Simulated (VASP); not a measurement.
Input of a VASP 6.6.1 run:

The input INCAR:

```
SYSTEM = GaAs
  PREC = Accurate
  ENCUT = 520
  EDIFF = 1E-7
  ISMEAR = 0
  SIGMA = 0.1
  LREAL = .False.
  LASPH = .True.
  NELM = 100
  ALGO = Normal
  ISIF = 2
  LWAVE = .False.
  LCHARG = .False.
  GGA = CA
  NBANDS = 16
```

KPOINTS

```
regular mesh
0
Gamma
  12 12 12
  0 0 0
```

File POSCAR:

```
GaAs
1.0
    0.0000000000      2.8016907960      2.8016907960
    2.8016907960      0.0000000000      2.8016907960
    2.8016907960      2.8016907960      0.0000000000
Ga As
1 1
Direct
    0.0000000000      0.0000000000      0.0000000000
    0.7500000000      0.7500000000      0.7500000000
```

Potentials or basis: VASP PAW LDA potentials, release 64 (Ga_d, As).

Launch:

```bash
$ cat potpaw_LDA.64/Ga_d/POTCAR potpaw_LDA.64/As/POTCAR > POTCAR
$ mpirun -np 1 vasp_std > vasp.out
```

Q: Predict the pressure.

A: 0.3 GPa.

Q: Predict the band gap on the k mesh.

A: 0.54 eV, direct.

A k mesh can miss the band edges. Expect the measured gap to be larger: semilocal functionals such as LDA lack the derivative discontinuity.
